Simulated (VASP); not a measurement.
# Li2S (Fm-3m) in VASP: further runs

Li2S is run at these levels: PBEsol; tasks: vibrations by perturbation theory, elastic constants.

All numbers are computed with VASP 6.6.1; they aren't measurements. Logs are shortened: lines on timing, memory, paths and dates and some standing lists are left out, and cuts for length are marked.

### 1 The cell of the first run

Symmetry: Fm-3m, No. 225, cubic system. The conventional cell has a = 5.655 Å, b = 5.655 Å, c = 5.655 Å, α = 90.00°, β = 90.00°, γ = 90.00°. Li (site symmetry -43m) has 4 S at 2.45 Å and 6 Li at 2.83 Å within 3.2 Å. S (site symmetry m-3m) has 8 Li at 2.45 Å within 3.2 Å.

### 2 Vibrations by perturbation theory, PBEsol

INCAR

```
PREC     = Accurate       # precision mode
ENCUT    = 750            # plane-wave cutoff, eV
EDIFF    = 1E-8           # SCF threshold, eV
ISMEAR   = 0              # smearing method
SIGMA    = 0.01           # smearing width, eV
LREAL    = False          # projectors in reciprocal space
LASPH    = True           # aspherical terms in the spheres
NELM     = 120            # most SCF steps
ALGO     = Normal         # electronic algorithm
ISIF     = 2              # what is computed and relaxed
LWAVE    = False          # write WAVECAR
LCHARG   = False          # write CHGCAR
GGA      = PS             # functional
IBRION   = 8              # ionic algorithm
NSW      = 1              # ionic steps
LEPSILON = True           # dielectric tensor by DFPT
GGA_COMPAT= False
```

KPOINTS

```
Automatic mesh
0
Gamma
  8 8 8
```

POSCAR

```
Li2S
1.0
    0.0000000000      2.8273141350      2.8273141350
    2.8273141350      0.0000000000      2.8273141350
    2.8273141350      2.8273141350      0.0000000000
Li S
2 1
Direct
    0.2500000000      0.2500000000      0.2500000000
    0.7500000000      0.7500000000      0.7500000000
    0.0000000000      0.0000000000      0.0000000000
```

Potentials or basis: VASP PAW PBE potentials, release 64 (Li_sv, S).

The run is started by

```
$ cat potpaw_PBE.64/Li_sv/POTCAR potpaw_PBE.64/S/POTCAR > POTCAR
$ mpirun -np 1 vasp_std > vasp.out
```

OUTCAR:

```text
PREC = Accurate
   ENCUT = 750
   EDIFF = 1E-8
   ISMEAR = 0
   LREAL = False
   LASPH = True
   NELM = 120
   ISIF = 2
   GGA = PS
   IBRION = 8
   NSW = 1
   LEPSILON = True

 ion  position               nearest neighbor table
   1  0.250  0.250  0.250-   3 2.45   3 2.45   3 2.45   3 2.45
   2  0.750  0.750  0.750-   3 2.45   3 2.45   3 2.45   3 2.45
   3  0.000  0.000  0.000-   2 2.45   2 2.45   2 2.45   1 2.45   2 2.45   1 2.45   1 2.45   1 2.45

  LATTYP: Found a face centered cubic cell.
 ALAT       =     5.6546282700

  Lattice vectors:

 A1 = (   0.0000000000,   2.8273141350,   2.8273141350)
 A2 = (   2.8273141350,   0.0000000000,   2.8273141350)
 A3 = (   2.8273141350,   2.8273141350,   0.0000000000)

Analysis of symmetry for initial positions (statically):
=====================================================================
 Subroutine PRICEL returns:
 Original cell was already a primitive cell.

 Routine SETGRP: Setting up the symmetry group for a
 face centered cubic supercell.

 Subroutine GETGRP returns: Found 48 space group operations
 (whereof 48 operations were pure point group operations)
 out of a pool of 48 trial point group operations.

The static configuration has the point symmetry O_h .

Analysis of symmetry for dynamics (positions and initial velocities):
=====================================================================
 Subroutine PRICEL returns:
 Original cell was already a primitive cell.

 Routine SETGRP: Setting up the symmetry group for a
 face centered cubic supercell.

 Subroutine GETGRP returns: Found 48 space group operations
 (whereof 48 operations were pure point group operations)
 out of a pool of 48 trial point group operations.

The dynamic configuration has the point symmetry O_h .

 Subroutine INISYM returns: Found 48 space group operations
 (whereof 48 operations are pure point group operations),
 and found     1 'primitive' translations

----------------------------------------------------------------------------------------

                                     Primitive cell

  volume of cell :      45.2014

  direct lattice vectors                    reciprocal lattice vectors
     0.000000000  2.827314135  2.827314135    -0.176846285  0.176846285  0.176846285
     2.827314135  0.000000000  2.827314135     0.176846285 -0.176846285  0.176846285
     2.827314135  2.827314135  0.000000000     0.176846285  0.176846285 -0.176846285

  length of vectors
     3.998425995  3.998425995  3.998425995     0.306306750  0.306306750  0.306306750

  position of ions in fractional coordinates (direct lattice)
     0.250000000  0.250000000  0.250000000
     0.750000000  0.750000000  0.750000000
     0.000000000  0.000000000  0.000000000

  ion indices of the primitive-cell ions
   primitive index   ion index
                 1           1
                 2           2
                 3           3

----------------------------------------------------------------------------------------

 KPOINTS: Automatic mesh

Automatic generation of k-mesh.
 Grid dimensions read from file:
 generate k-points for:    8    8    8

 Generating k-lattice:

[... 470 lines left out ...]

--------------------------------------- Ionic step        2  -------------------------------------------

------------------------ aborting loop because EDIFF is reached ----------------------------------------

--------------------------------------- Ionic step        3  -------------------------------------------

------------------------ aborting loop because EDIFF is reached ----------------------------------------

 PIEZOELECTRIC TENSOR FIELD DIRECTION 3  (e Angst)
 -----------------------------------------------------------------------------
    -0.00015  0.00000 -0.00000           (  0.00000  0.00000 -0.00000)
     0.00000 -0.00015 -0.00000           (  0.00000  0.00000  0.00000)
    -0.00000  0.00000 -0.00112           ( -0.00000  0.00000  0.00000)

 PIEZOELECTRIC TENSOR FIELD DIRECTION 3  (C/m^2)
 -----------------------------------------------------------------------------
    -0.00005  0.00000 -0.00000
     0.00000 -0.00005 -0.00000
    -0.00000  0.00000 -0.00040

[... ionic steps 4 to 9 ...]

--------------------------------------- Ionic step       10  -------------------------------------------

 Free energy of the ion-electron system (eV)
  ---------------------------------------------------
  ---------------------------------------------------
  free energy    TOTEN  =        -0.10921252 eV

  energy without entropy =       -0.10921252

------------------------ aborting loop because EDIFF is reached ----------------------------------------

 INTERNAL STRAIN TENSOR  FOR ION    3  DIRECTION 1   (eV/Angst):
 -----------------------------------------------------------------------------
    -0.00506 -0.00000  0.00000
    -0.00000  0.00863  0.00000
    -0.00000  0.00000  0.00863

 MACROSCOPIC STATIC DIELECTRIC TENSOR (including local field effects in DFT)
 ------------------------------------------------------
           3.980722    -0.000000     0.000000
          -0.000000     3.980722     0.000000
          -0.000000    -0.000000     3.980722
 ------------------------------------------------------

 PIEZOELECTRIC TENSOR (including local field effects)  for field in x, y, z        (e  Angst)
          XX          YY          ZZ          XY          YZ          ZX
  --------------------------------------------------------------------------------
  x     0.00000     0.00000     0.00000     0.00000     0.00000     0.00000
  y     0.00000     0.00000     0.00000     0.00000     0.00000     0.00000
  z     0.00000     0.00000     0.00000     0.00000     0.00000     0.00000

 PIEZOELECTRIC TENSOR (including local field effects)  for field in x, y, z        (C/m^2)
          XX          YY          ZZ          XY          YZ          ZX
  --------------------------------------------------------------------------------
  x     0.00000     0.00000     0.00000     0.00000     0.00000     0.00000
  y     0.00000     0.00000     0.00000     0.00000     0.00000     0.00000
  z     0.00000     0.00000     0.00000     0.00000     0.00000     0.00000

 BORN EFFECTIVE CHARGES (including local field effects) (in |e|, cummulative output)
 ---------------------------------------------------------------------------------
 ion    1
    1     0.93284     0.00000     0.00000
    2    -0.00000     0.93284    -0.00000
    3     0.00000    -0.00000     0.93284
 ion    2
    1     0.93284    -0.00000    -0.00000
    2    -0.00000     0.93284    -0.00000
    3    -0.00000     0.00000     0.93284
 ion    3
    1    -1.86569     0.00000    -0.00000
    2     0.00000    -1.86569    -0.00000
    3     0.00000    -0.00000    -1.86569

 INTERNAL STRAIN TENSOR FOR ION    3 for displacements in x,y,z  (eV/Angst):
          X           Y           Z          XY          YZ          ZX
  --------------------------------------------------------------------------------
  x     0.00000     0.00000     0.00000     0.00000     0.00000     0.00000
  y     0.00000     0.00000     0.00000     0.00000     0.00000     0.00000
  z     0.00000     0.00000     0.00000     0.00000     0.00000     0.00000

 SECOND DERIVATIVES (NOT SYMMETRIZED)
 ------------------------------------
               1X          1Y          1Z          2X          2Y          2Z          3X          3Y          3Z
  1X    -2.960689    0.000000    0.000000    1.010017    0.000000    0.000000    1.950672    0.000000    0.000000
  1Y     0.000000   -2.960689    0.000000    0.000000    1.010017    0.000000    0.000000    1.950672    0.000000
  1Z     0.000000    0.000000   -2.960689    0.000000    0.000000    1.010017    0.000000    0.000000    1.950672
  2X     1.010017    0.000000    0.000000   -2.960689    0.000000    0.000000    1.950672    0.000000    0.000000
  2Y     0.000000    1.010017    0.000000    0.000000   -2.960689    0.000000    0.000000    1.950672    0.000000
  2Z     0.000000    0.000000    1.010017    0.000000    0.000000   -2.960689    0.000000    0.000000    1.950672
  3X     2.033894    0.000000    0.000000    2.033894    0.000000    0.000000   -4.067787    0.000000    0.000000
  3Y     0.000000    2.033894    0.000000    0.000000    2.033894    0.000000    0.000000   -4.067787    0.000000
  3Z     0.000000    0.000000    2.033894    0.000000    0.000000    2.033894    0.000000    0.000000   -4.067787

 Eigenvectors and eigenvalues of the dynamical matrix
 ----------------------------------------------------

   1 f  =   11.765912 THz    73.927407 2PiTHz  392.468588 cm-1    48.659881 meV
             X         Y         Z           dx          dy          dz
      1.413657  1.413657  1.413657     0.706856    0.018848    0.000000
      4.240971  4.240971  4.240971    -0.706856   -0.018848   -0.000000
      0.000000  0.000000  0.000000     0.000000    0.000000    0.000000
[... 43 lines left out ...]
   9 f/i=    0.096399 THz     0.605695 2PiTHz    3.215538 cm-1     0.398676 meV
             X         Y         Z           dx          dy          dz
      1.413657  1.413657  1.413657    -0.030452    0.078791    0.386583
      4.240971  4.240971  4.240971    -0.030452    0.078791    0.386583
      0.000000  0.000000  0.000000    -0.063778    0.165018    0.809653

--------------------------------------------------------------------------------------------------------

 MACROSCOPIC STATIC DIELECTRIC TENSOR IONIC CONTRIBUTION
 ------------------------------------------------------
           3.472283    -0.000000    -0.000000
          -0.000000     3.472283    -0.000000
          -0.000000    -0.000000     3.472283
 ------------------------------------------------------

 ELASTIC MODULI CONTR FROM IONIC RELAXATION (kBar)
 Direction    XX          YY          ZZ          XY          YZ          ZX
 --------------------------------------------------------------------------------
 XX          -0.0000      0.0000      0.0000     -0.0000      0.0000     -0.0000
 YY           0.0000     -0.0000     -0.0000     -0.0000     -0.0000      0.0000
 ZZ           0.0000     -0.0000     -0.0000      0.0000     -0.0000     -0.0000
 XY          -0.0000     -0.0000      0.0000    -47.5133     -0.0000     -0.0000
 YZ           0.0000     -0.0000     -0.0000     -0.0000    -47.5133     -0.0000
 ZX          -0.0000      0.0000     -0.0000     -0.0000     -0.0000    -47.5133
 --------------------------------------------------------------------------------

 PIEZOELECTRIC TENSOR IONIC CONTR  for field in x, y, z        (C/m^2)
          XX          YY          ZZ          XY          YZ          ZX
  --------------------------------------------------------------------------------
  x    -0.00000    -0.00000    -0.00000    -0.00000    -0.00000    -0.00000
  y    -0.00000     0.00000     0.00000    -0.00000     0.00000     0.00000
  z     0.00000     0.00000    -0.00000     0.00000     0.00000     0.00000
```

It took 35 min on 1 thread of Oxide Virtual Turin-like, shared host; peak memory 0.33 GiB.

Results:

```yaml
Electronic_dielectric_tensor_diagonal: 3.98
Born_charges_mean_of_the_diagonal: Li +0.93; S -1.87 e
Highest_phonon_frequency_at_Γ_LO-TO_splitting_left_out: 392 cm⁻¹
```

Phonon frequencies in cm⁻¹ (negative: imaginary):
```
              q point                       frequencies
(0.000, 0.000, 0.000)  -3 -3 -3 332 332 332 392 392 392
```

Electronic dielectric tensor:
```
3.98 0.00 0.00
0.00 3.98 0.00
0.00 0.00 3.98
```

Born effective charge tensors (e):
atom 1, Li
```
0.93 0.00 0.00
0.00 0.93 0.00
0.00 0.00 0.93
```
atom 2, Li
```
0.93 0.00 0.00
0.00 0.93 0.00
0.00 0.00 0.93
```
atom 3, S
```
-1.87  0.00  0.00
 0.00 -1.87  0.00
 0.00  0.00 -1.87
```

Caveat: the PAW data sets were made with another functional, which shifts forces and pressure a little.

### 3 Elastic constants, PBEsol

INCAR

```
PREC = Accurate
ENCUT = 750
EDIFF = 1E-8
ISMEAR = 0
SIGMA = 0.01
LREAL = False
LASPH = True
NELM = 120
ALGO = Normal
ISIF = 3
LWAVE = False
LCHARG = False
GGA = PS
IBRION = 6
NFREE = 2
POTIM = 0.015
NSW = 1
GGA_COMPAT = False
```

KPOINTS

```
regular mesh
0
Gamma
  8 8 8
```

POSCAR is that of step 2.

Potentials or basis: VASP PAW PBE potentials, release 64 (Li_sv, S).

The run is started by

```
$ cat potpaw_PBE.64/Li_sv/POTCAR potpaw_PBE.64/S/POTCAR > POTCAR
$ mpirun -np 1 vasp_std > vasp.out
```

It took 25 min on 1 thread of Oxide Virtual Turin-like, shared host; peak memory 0.31 GiB.

It converged, with:

```yaml
Elastic_constants_C11_C12_C44: 87, 21, 35 GPa
Voigt_bulk_modulus: 43 GPa
Highest_phonon_frequency_at_Γ_LO-TO_splitting_left_out: 384 cm⁻¹
```

Phonon frequencies in cm⁻¹ (negative: imaginary):
```tsv
q point	frequencies
(0.000, 0.000, 0.000)	0 0 0 336 336 336 384 384 384
```

Elastic tensor in Voigt notation (GPa, in the Cartesian axes of the cell as first typed):
```
87 21 21  0  0  0
21 87 21  0  0  0
21 21 87  0  0  0
 0  0  0 35  0  0
 0  0  0  0 35  0
 0  0  0  0  0 35
```

Clamped-ion elastic tensor (GPa):
```
87 21 21  0  0  0
21 87 21  0  0  0
21 21 87  0  0  0
 0  0  0 38  0  0
 0  0  0  0 38  0
 0  0  0  0  0 38
```

Caveat: the PAW data sets were made with another functional, which shifts forces and pressure a little.
